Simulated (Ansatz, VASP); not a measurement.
Cd2C: VASP beside Ansatz

```xyz
3
Lattice="0.0000 2.9436 2.9436 2.9436 0.0000 2.9436 2.9436 2.9436 0.0000" Properties=species:S:1:pos:R:3 pbc="T T T"
C     0.0000    0.0000    0.0000
Cd    1.4718    1.4718    1.4718
Cd    4.4155    4.4155    4.4155
```

Alike in both runs: task single point; functional PBE; k mesh 10 × 10 × 10; occupations gaussian, width 0.2 eV; no spin polarisation.

|  | VASP | Ansatz |
| --- | --- | --- |
| version | VASP 6.6.1 | Ansatz 0.2.0 |
| potentials or method | VASP PAW PBE potentials, release 64 (C, Cd), cutoff 520 eV | all-electron LAPW, scalar-relativistic |

```tsv
	VASP	Ansatz	Ansatz less VASP
pressure (GPa)	0.7	0.0	-0.68
```

Ansatz ran all-electron here, and VASP with PAW potentials.
